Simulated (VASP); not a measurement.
# MgO (Fm-3m) in VASP: a series of runs, part 2 of 2

VASP 6.6.1. The steps go on from the part before.

## 3. G0W0 quasiparticle levels, PBE

The input, POSCAR:

```
MgO
1.0
    0.0000000000      2.1055000000      2.1055000000
    2.1055000000      0.0000000000      2.1055000000
    2.1055000000      2.1055000000      0.0000000000
Mg O
1 1
Direct
    0.0000000000      0.0000000000      0.0000000000
    0.5000000000      0.5000000000      0.5000000000
```

The input, INCAR.step1:

```
SYSTEM = MgO
ALGO     = Normal         ! electronic algorithm
EDIFF    = 1E-8           ! SCF threshold, eV
ENCUT    = 500            ! plane-wave cutoff, eV
GGA      = PE             ! functional
ISMEAR   = 0              ! smearing method
LASPH    = .True.         ! aspherical terms in the spheres
LCHARG   = .False.        ! write CHGCAR
LREAL    = .False.        ! projectors in reciprocal space
LWAVE    = .True.         ! write WAVECAR
NELM     = 60             ! most SCF steps
PREC     = Accurate       ! precision mode
SIGMA    = 0.01           ! smearing width, eV
```

The input, INCAR.step2:

```
SYSTEM = MgO
ALGO     = Exact          ! electronic algorithm
EDIFF    = 1E-8           ! SCF threshold, eV
ENCUT    = 500            ! plane-wave cutoff, eV
GGA      = PE             ! functional
ISMEAR   = 0              ! smearing method
ISTART   = 1            
LASPH    = .True.         ! aspherical terms in the spheres
LCHARG   = .False.        ! write CHGCAR
LOPTICS  = .True.         ! frequency-dependent dielectric function
LREAL    = .False.        ! projectors in reciprocal space
LWAVE    = .True.         ! write WAVECAR
NBANDS   = 726            ! bands
NELM     = 1              ! most SCF steps
PREC     = Accurate       ! precision mode
SIGMA    = 0.01           ! smearing width, eV
```

The input, INCAR.step3:

```
SYSTEM = MgO
ALGO     = EVGW0          ! electronic algorithm
EDIFF    = 1E-8           ! SCF threshold, eV
ENCUT    = 500            ! plane-wave cutoff, eV
ENCUTGW  = 200            ! cutoff of the response function
GGA      = PE             ! functional
ISMEAR   = 0              ! smearing method
ISTART   = 1            
LASPH    = .True.         ! aspherical terms in the spheres
LCHARG   = .False.        ! write CHGCAR
LREAL    = .False.        ! projectors in reciprocal space
LWAVE    = .False.        ! write WAVECAR
NBANDS   = 726            ! bands
NBANDSGW = 12           
NELMGW   = 1            
NOMEGA   = 48             ! frequency points
PREC     = Accurate       ! precision mode
PRECFOCK = Fast         
SIGMA    = 0.01           ! smearing width, eV
```

The input, KPOINTS:

```
k-points
0
Gamma
  2 2 2
  0 0 0
```

Potentials or basis: VASP PAW PBE potentials, release 64 (Mg_GW, O_GW).

The run is started by

```bash
$ cat potpaw_PBE.64/Mg_GW/POTCAR potpaw_PBE.64/O_GW/POTCAR > POTCAR
$ cp INCAR.step1 INCAR
$ mpirun -np 1 vasp_std > vasp.out
$ cp INCAR.step2 INCAR
$ mpirun -np 1 vasp_std > vasp.out
$ cp INCAR.step3 INCAR
$ mpirun -np 1 vasp_std > vasp.out
```

OUTCAR:

```text
SYSTEM = MgO
   EDIFF = 1E-8
   ENCUT = 500
   ENCUTGW = 200
   GGA = PE
   ISMEAR = 0
   ISTART = 1
   LASPH = .True.
   LREAL = .False.
   NELMGW = 1
   PREC = Accurate
   PRECFOCK = Fast

 ion  position               nearest neighbor table
   1  0.000  0.000  0.000-   2 2.11   2 2.11   2 2.11   2 2.11   2 2.11   2 2.11
   2  0.500  0.500  0.500-   1 2.11   1 2.11   1 2.11   1 2.11   1 2.11   1 2.11

  LATTYP: Found a face centered cubic cell.
 ALAT       =     4.2110000000

  Lattice vectors:

 A1 = (   0.0000000000,   2.1055000000,   2.1055000000)
 A2 = (   2.1055000000,   0.0000000000,   2.1055000000)
 A3 = (   2.1055000000,   2.1055000000,   0.0000000000)

Analysis of symmetry for initial positions (statically):
=====================================================================
 Subroutine PRICEL returns:
 Original cell was already a primitive cell.

 Routine SETGRP: Setting up the symmetry group for a
 face centered cubic supercell.

 Subroutine GETGRP returns: Found 48 space group operations
 (whereof 48 operations were pure point group operations)
 out of a pool of 48 trial point group operations.

The static configuration has the point symmetry O_h .

Analysis of symmetry for dynamics (positions and initial velocities):
=====================================================================
 Subroutine PRICEL returns:
 Original cell was already a primitive cell.

 Routine SETGRP: Setting up the symmetry group for a
 face centered cubic supercell.

 Subroutine GETGRP returns: Found 48 space group operations
 (whereof 48 operations were pure point group operations)
 out of a pool of 48 trial point group operations.

The dynamic configuration has the point symmetry O_h .

 Subroutine INISYM returns: Found 48 space group operations
 (whereof 48 operations are pure point group operations),
 and found     1 'primitive' translations

----------------------------------------------------------------------------------------

                                     Primitive cell

  volume of cell :      18.6679

  direct lattice vectors                    reciprocal lattice vectors
     0.000000000  2.105500000  2.105500000    -0.237473284  0.237473284  0.237473284
     2.105500000  0.000000000  2.105500000     0.237473284 -0.237473284  0.237473284
     2.105500000  2.105500000  0.000000000     0.237473284  0.237473284 -0.237473284

  length of vectors
     2.977626656  2.977626656  2.977626656     0.411315794  0.411315794  0.411315794

  position of ions in fractional coordinates (direct lattice)
     0.000000000  0.000000000  0.000000000
     0.500000000  0.500000000  0.500000000

  ion indices of the primitive-cell ions
   primitive index   ion index
                 1           1
                 2           2

----------------------------------------------------------------------------------------

 KPOINTS: k-points

Automatic generation of k-mesh.
 Grid dimensions read from file:
 generate k-points for:    2    2    2

 Generating k-lattice:

  Cartesian coordinates                     Fractional coordinates (reciprocal lattice)
    -0.118736642  0.118736642  0.118736642     0.500000000  0.000000000  0.000000000
     0.118736642 -0.118736642  0.118736642     0.000000000  0.500000000  0.000000000
     0.118736642  0.118736642 -0.118736642     0.000000000  0.000000000  0.500000000

  Length of vectors
     0.205657897  0.205657897  0.205657897

  Shift w.r.t. Gamma in fractional coordinates (k-lattice)
     0.000000000  0.000000000  0.000000000

 Subroutine IBZKPT returns following result:
 ===========================================

 Found      3 irreducible k-points:

 Following reciprocal coordinates:
            Coordinates               Weight
  0.000000  0.000000  0.000000      1.000000
  0.500000  0.000000  0.000000      4.000000
  0.500000  0.500000  0.000000      3.000000
   k-points           NKPTS =      3   k-points in BZ     NKDIM =      8   number of bands    NBANDS=    726
   number of dos      NEDOS =    301   number of ions     NIONS =      2
   total plane-waves  NPLWV =  13824
   dimension x,y,z NGX =    24 NGY =   24 NGZ =   24
   dimension x,y,z NGXF=    48 NGYF=   48 NGZF=   48
   ions per type =               1   1
   NGX,Y,Z   is equivalent  to a cutoff of  13.40, 13.40, 13.40 a.u.
   NGXF,Y,Z  is equivalent  to a cutoff of  26.80, 26.80, 26.80 a.u.
 SYSTEM =  MgO
   PREC   = accura    normal or accurate (medium, high low for compatibility)
   ISTART =      1    job   : 0-new  1-cont  2-samecut
   ICHARG =      0    charge: 1-file 2-atom 10-const
   ISPIN  =      1    spin polarized calculation?
   LNONCOLLINEAR =      F non collinear calculations
   LSORBIT =      F    spin-orbit coupling
   LASPH  =      T    aspherical Exc in radial PAW
   ENCUT  =  500.0 eV  36.75 Ry    6.06 a.u.   5.43  5.43  5.43*2*pi/ulx,y,z
   NELM   =     60;   NELMIN=  2; NELMDL=  0     # of ELM steps
   EDIFF  = 0.1E-07   stopping-criterion for ELM
   LREAL  =      F    real-space projection
   EDIFFG = 0.1E-06   stopping-criterion for IOM
   NSW    =      0    number of steps for IOM
   IBRION =     -1    ionic relax: 0-MD 1-quasi-New 2-CG
   NFREE  =      0    steps in history (QN), initial steepest desc. (CG)
   ISIF   =      0    stress and relaxation
   ISYM   =      3    0-nonsym 1-usesym 2-fastsym
   POTIM  = 0.5000    time-step for ionic-motion
   TEBEG  =    0.0;   TEEND  =   0.0 temperature during run
   PSTRESS=    0.0 pullay stress
   NELECT =       8.0000    total number of electrons
   NUPDOWN=      -1.0000    fix difference up-down
   EMIN   =  10.00;   EMAX   =-10.00  energy-range for DOS
   EFERMI =   0.00;   METHOD = LEGACY
   ISMEAR =     0;   SIGMA  =   0.01  broadening in eV -4-tet -1-fermi 0-gaus
   EFERMI_NEDOS =   21; number of points for ismear=-14 and -15
   IALGO  =     38    algorithm
   IMIX   =      4    mixing-type and parameters
     AMIX     =   0.40;   BMIX     =  1.00
     AMIX_MAG =   1.60;   BMIX_MAG =  1.00
  volume/ion in A,a.u.               =       9.33        62.99
  Fermi-wavevector in a.u.,A,eV,Ry     =   1.234259  2.332411 20.727046  1.523395
  Thomas-Fermi vector in A             =   2.368956
   LORBIT       =      0    0 simple, 1 ext, 2 COOP (PROOUT), +10 PAW based schemes
   GGA     = PE    functional components
   LHFCALC =     T    Hartree Fock is set to
   PRECFOCK=fast      Normal, Fast or Accurate (Low or Medium for compatibility)
   ENCUT4O =  -1.0   cutoff for four orbital integrals eV
   NKREDX  =     1    reduce k-point grid by
   NKREDY  =     1    reduce k-point grid by
   NKREDZ  =     1    reduce k-point grid by
   AEXX    =    1.0000 exact exchange contribution
   HFSCREEN=    0.0000 screening length (either q_TF or 0.3 A-1)
   HFSCREENC=   0.0000 screening length for correlation (either q_TF or 0.3 A-1)
   ENCUTFOCK=  -1.0 apply spherical cutoff to Coloumb kernel
   IVDW    =     0    specifies the selected vdW correction
   LEPSILON=     F    determine dielectric tensor
   LRPA    =     F    only Hartree local field effects (RPA)
   LRPAFORCE           =     F    calculate RPA forces
   ENCUTGW             = 200.0    cutoff for response function in eV
   ENCUTGWSOFT         = 160.0    soft cutoff for Coulomb kernel in GW response function in eV
   ENCUTLF             =  -1.0    cutoff for local field effects
   NELMGW              =     1    number of iterations in solving QP/BSE equation
   NELMHF              =     1    number of iterations in the inner HF iteration
   NKREDLFX            =     1    NKREDLFY  =   1   NKREDLFZ  =   1
 non-spin polarized calculation
 Gauss-broadening in eV      SIGMA  =   0.01
  energy-cutoff  :      500.00
  volume of cell :       18.67
 maximum number of plane-waves:       476
 NGX is ok and might be reduce to    24
  NGX = 12; NGY = 12; NGZ = 12
   NGX = 11   NGY = 11   NGZ = 11
 maximum number of plane-waves:       120

 QP shifts <psi_nk| G(iteration)W_0 |psi_nk>: iteration 1
 for sc-GW calculations column KS-energies equals QP-energies in previous step
 and V_xc(KS)=  KS-energies - (<T + V_ion + V_H > + <T+V_H+V_ion>^1  + <V_x>^1)

 k-point   1 :       0.0000    0.0000    0.0000
  band No.  KS-energies  QP-energies   sigma(KS)   V_xc(KS)     V^pw_x(r,r')   Z            occupation Imag(sigma)

      1     -13.6537     -16.2902     -21.4649     -18.0055     -29.7069       0.7622       2.0000       1.2391
      2       3.6850       2.3455     -21.4272     -19.6833     -25.9711       0.7681       2.0000       0.2356
      3       3.6850       2.3455     -21.4272     -19.6833     -25.9711       0.7681       2.0000       0.2356
      4       3.6850       2.3455     -21.4272     -19.6833     -25.9711       0.7681       2.0000       0.2356
      5       8.1678       9.0058     -11.0610     -12.1429      -6.4959       0.7745       0.0000      -0.1769
      6      19.0813      19.6865      -8.1352      -8.8994      -2.8153       0.7918       0.0000      -0.1956
      7      19.0813      19.6865      -8.1352      -8.8994      -2.8153       0.7918       0.0000      -0.1956
      8      19.0813      19.6865      -8.1352      -8.8994      -2.8153       0.7918       0.0000      -0.1956
      9      23.0907      22.9454      -7.7612      -7.5740      -1.4619       0.7764       0.0000      -0.7320
     10      24.7501      25.6477      -8.6652      -9.8061      -3.1631       0.7867       0.0000      -0.2069
     11      24.7501      25.6477      -8.6652      -9.8061      -3.1631       0.7867       0.0000      -0.2069
     12      27.2693      28.3381      -8.1115      -9.3913      -1.8157       0.8352       0.0000      -0.7316

 k-point   2 :       0.5000    0.0000    0.0000
  band No.  KS-energies  QP-energies   sigma(KS)   V_xc(KS)     V^pw_x(r,r')   Z            occupation Imag(sigma)
[... 17 lines left out ...]
      1     -12.0409     -14.5408     -23.1863     -19.7807     -31.2760       0.7341       2.0000       1.0894
      2      -0.5795      -2.3382     -17.3144     -14.9960     -21.6574       0.7586       2.0000       0.2108
      3       2.2681       0.7614     -20.0284     -18.0417     -24.5446       0.7584       2.0000       0.2403
      4       2.2681       0.7614     -20.0284     -18.0417     -24.5446       0.7584       2.0000       0.2403
      5      12.4359      12.7967      -7.8970      -8.3484      -2.9064       0.7993       0.0000      -0.1470
      6      13.2245      14.0278      -8.5136      -9.5313      -3.5282       0.7893       0.0000      -0.1529
      7      16.6850      17.8624     -13.6538     -15.2067      -8.3598       0.7582       0.0000      -0.2028
      8      22.3234      23.5235     -10.8046     -12.3784      -4.7725       0.7625       0.0000      -0.3682
      9      22.3234      23.5235     -10.8046     -12.3784      -4.7725       0.7625       0.0000      -0.3682
     10      28.6235      29.8962      -9.9462     -11.5628      -3.8605       0.7872       0.0000      -0.5963
     11      30.0854      31.2358      -8.8715     -10.3349      -3.2041       0.7861       0.0000      -0.2908
     12      34.0310      34.5578      -7.7045      -8.3863      -1.4597       0.7726       0.0000      -0.6965
```

It took 12 s on 1 thread of AMD EPYC 9R45 (Zen 5), shared host; peak memory 0.16 GiB.

What came out:

```yaml
Quasiparticle_gap: 6.66 eV
Least_direct_quasiparticle_gap: 6.66 eV
Band_gap_of_the_starting_levels_on_the_mesh: 4.48 eV
Least_direct_gap_of_the_starting_levels_on_the_mesh: 4.48 eV
```

Caveat: the k points lie up to 1.29 Å⁻¹ apart, too coarse for converged energies, forces and pressures; bands, screening cutoff and mesh are small and nothing is extrapolated, so the quasiparticle values aren't converged.
